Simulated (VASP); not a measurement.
# Ir (Fd-3m) in VASP: single point with LDA

Aim: the single point of Ir with LDA.

Everything below comes from runs of VASP 6.6.1. Logs are shortened: lines on timing, memory, paths and dates and some standing lists are left out, and cuts for length are marked.

### 1 The cell of the first run

The structure is cubic, space group Fd-3m (No. 227). The conventional cell has a = 7.359 Å, b = 7.359 Å, c = 7.359 Å, α = 90.00°, β = 90.00°, γ = 90.00°. Ir (site symmetry -3m) has 6 Ir at 2.60 Å within 3.4 Å.

### 2 Single point, LDA

INCAR

```
SYSTEM = Ir
PREC = Accurate ; ENCUT = 500
EDIFF = 1E-6 ; ISMEAR = 1
SIGMA = 0.1 ; LREAL = .False.
LASPH = .True. ; NELM = 120
ALGO = Normal ; ISIF = 2
LWAVE = .False. ; LCHARG = .False.
GGA = CA ; NBANDS = 26
GGA_COMPAT = .False.
```

KPOINTS

```
regular mesh
0
Gamma
  6 6 6
  0 0 0
```

POSCAR

```
Ir
1.0
    0.0000000000      3.6795000000      3.6795000000
    3.6795000000      0.0000000000      3.6795000000
    3.6795000000      3.6795000000      0.0000000000
Ir
4
Direct
    0.6250000000      0.6250000000      0.6250000000
    0.1250000000      0.6250000000      0.6250000000
    0.6250000000      0.6250000000      0.1250000000
    0.6250000000      0.1250000000      0.6250000000
```

Potentials or basis: VASP PAW LDA potentials, release 64 (Ir).

Run with:

```
cat potpaw_LDA.64/Ir/POTCAR > POTCAR
mpirun -np 1 vasp_std > vasp.out
```

OUTCAR:

```text
SYSTEM = Ir
   PREC = Accurate
   ENCUT = 500
   EDIFF = 1E-6
   ISMEAR = 1
   LREAL = .False.
   LASPH = .True.
   NELM = 120
   ISIF = 2
   GGA = CA

 ion  position               nearest neighbor table
   1  0.625  0.625  0.625-   2 2.60   3 2.60   4 2.60   3 2.60   4 2.60   2 2.60
   2  0.125  0.625  0.625-   1 2.60   3 2.60   4 2.60   1 2.60   3 2.60   4 2.60
   3  0.625  0.625  0.125-   1 2.60   1 2.60   2 2.60   4 2.60   4 2.60   2 2.60
   4  0.625  0.125  0.625-   1 2.60   3 2.60   1 2.60   2 2.60   3 2.60   2 2.60

  LATTYP: Found a face centered cubic cell.
 ALAT       =     7.3590000000

  Lattice vectors:

 A1 = (   0.0000000000,   3.6795000000,   3.6795000000)
 A2 = (   3.6795000000,   0.0000000000,   3.6795000000)
 A3 = (   3.6795000000,   3.6795000000,   0.0000000000)

Analysis of symmetry for initial positions (statically):
=====================================================================
 Subroutine PRICEL returns:
 Original cell was already a primitive cell.

 Routine SETGRP: Setting up the symmetry group for a
 face centered cubic supercell.

 Subroutine GETGRP returns: Found 48 space group operations
 (whereof 24 operations were pure point group operations)
 out of a pool of 48 trial point group operations.

The static configuration has the point symmetry T_d .
 The point group associated with its full space group is O_h .

Analysis of symmetry for dynamics (positions and initial velocities):
=====================================================================
 Subroutine PRICEL returns:
 Original cell was already a primitive cell.

 Routine SETGRP: Setting up the symmetry group for a
 face centered cubic supercell.

 Subroutine GETGRP returns: Found 48 space group operations
 (whereof 24 operations were pure point group operations)
 out of a pool of 48 trial point group operations.

The dynamic configuration has the point symmetry T_d .
 The point group associated with its full space group is O_h .

 Subroutine INISYM returns: Found 48 space group operations
 (whereof 24 operations are pure point group operations),
 and found     1 'primitive' translations

----------------------------------------------------------------------------------------

                                     Primitive cell

  volume of cell :      99.6314

  direct lattice vectors                    reciprocal lattice vectors
     0.000000000  3.679500000  3.679500000    -0.135888028  0.135888028  0.135888028
     3.679500000  0.000000000  3.679500000     0.135888028 -0.135888028  0.135888028
[... 81 lines left out ...]
   LREAL  =      F    real-space projection
   EDIFFG = 0.1E-04   stopping-criterion for IOM
   NSW    =      0    number of steps for IOM
   IBRION =     -1    ionic relax: 0-MD 1-quasi-New 2-CG
   NFREE  =      0    steps in history (QN), initial steepest desc. (CG)
   ISIF   =      2    stress and relaxation
   ISYM   =      2    0-nonsym 1-usesym 2-fastsym
   POTIM  = 0.5000    time-step for ionic-motion
   TEBEG  =    0.0;   TEEND  =   0.0 temperature during run
   PSTRESS=    0.0 pullay stress
   NELECT =      36.0000    total number of electrons
   NUPDOWN=      -1.0000    fix difference up-down
   EMIN   =  10.00;   EMAX   =-10.00  energy-range for DOS
   EFERMI =   0.00;   METHOD = LEGACY
   ISMEAR =     1;   SIGMA  =   0.10  broadening in eV -4-tet -1-fermi 0-gaus
   EFERMI_NEDOS =   21; number of points for ismear=-14 and -15
   IALGO  =     38    algorithm
   IMIX   =      4    mixing-type and parameters
     AMIX     =   0.40;   BMIX     =  1.00
     AMIX_MAG =   1.60;   BMIX_MAG =  1.00
  volume/ion in A,a.u.               =      24.91       168.09
  Fermi-wavevector in a.u.,A,eV,Ry     =   1.166031  2.203480 18.498874  1.359629
  Thomas-Fermi vector in A             =   2.302550
   LORBIT       =      0    0 simple, 1 ext, 2 COOP (PROOUT), +10 PAW based schemes
   GGA     = CA    functional components
   LHFCALC =     F    Hartree Fock is set to
   AEXX    =    0.0000 exact exchange contribution
   IVDW    =     0    specifies the selected vdW correction
   LEPSILON=     F    determine dielectric tensor
   LRPA    =     F    only Hartree local field effects (RPA)
 non-spin polarized calculation
 Methfessel and Paxton  Order N= 1 SIGMA  =   0.10
  energy-cutoff  :      500.00
  volume of cell :       99.63
 maximum number of plane-waves:      2637
 NGX is ok and might be reduce to    40
   NGX = 19   NGY = 19   NGZ = 19

 number of electron      36.0000003 magnetization

 Free energy of the ion-electron system (eV)
  ---------------------------------------------------
  ext. energy  EPLUGINS =         0.00000000
  ---------------------------------------------------
  free energy    TOTEN  =       -33.14167486 eV

  energy without entropy =      -33.12289972  energy(sigma->0) =      -33.13541648

 E-fermi :   2.5874     XC(G=0): -10.4715

 val. band max:        2.5768869861   @ k =  -0.3333   0.1667   0.0000
 cond. band min:       2.5884993642   @ k =  -0.3333   0.3333   0.0000
 fundamental gap:      0.0116123781
 Fermi energy:         2.5873894617

 k-point     1 :       0.0000    0.0000    0.0000
  band No.  band energies     occupation
      1      -6.3194      2.00000
      2      -2.9882      2.00000
      3      -2.9882      2.00000
      4      -2.9882      2.00000
      5      -2.1266      2.00000
      6      -1.5947      2.00000
[... 453 lines left out ...]
     25       9.4007      0.00000
     26       9.4007      0.00000

------------------------ aborting loop because EDIFF is reached ----------------------------------------

  FORCE on cell =-STRESS in cart. coord.  units (eV):
  Direction    XX          YY          ZZ          XY          YZ          ZX
  --------------------------------------------------------------------------------------
  -------------------------------------------------------------------------------------
  Total       -8.6138974     -8.6138974     -8.6138974      0.0000000      0.0000000      0.0000000
  in kB     -138.5204389   -138.5204389   -138.5204389      0.0000000      0.0000000      0.0000000
  external PRESSURE =    -138.5204389 kB  Pullay stress =       0.0000000 kB

 VOLUME and BASIS-vectors are now :
 -----------------------------------------------------------------------------
  energy-cutoff  :      500.00
  volume of cell :       99.63
      direct lattice vectors                 reciprocal lattice vectors
     0.000000000  3.679500000  3.679500000    -0.135888028  0.135888028  0.135888028
     3.679500000  0.000000000  3.679500000     0.135888028 -0.135888028  0.135888028
     3.679500000  3.679500000  0.000000000     0.135888028  0.135888028 -0.135888028

 POSITION                                       TOTAL-FORCE (eV/Angst)
 -----------------------------------------------------------------------------------
      4.59938      4.59938      4.59938         0.000000     -0.000000      0.000000
      4.59938      2.75963      2.75963        -0.000000      0.000000      0.000000
      2.75963      2.75963      4.59938        -0.000000     -0.000000     -0.000000
      2.75963      4.59938      2.75963         0.000000      0.000000     -0.000000
 -----------------------------------------------------------------------------------
    total drift:                                0.000000      0.000000      0.000000

  FREE ENERGIE OF THE ION-ELECTRON SYSTEM (eV)
  ---------------------------------------------------
  free  energy   TOTEN  =       -33.1416748569 eV

  energy  without entropy=      -33.1228997160  energy(sigma->0) =      -33.13541648
```

Run time: 20 s. Hardware: 1 thread of Intel Xeon Platinum 8488C (Sapphire Rapids), shared host; peak memory 0.19 GiB.

What came out:

```yaml
Free_energy: -33.1417 eV
Pressure: -13.9 GPa
Band_gap_on_the_k_mesh: zero (band 18 reaches 2.91 eV, above the bottom of band 19 at 2.16 eV)
```

Caveat: spin-orbit coupling is left out, which moves the levels of the heavy elements.
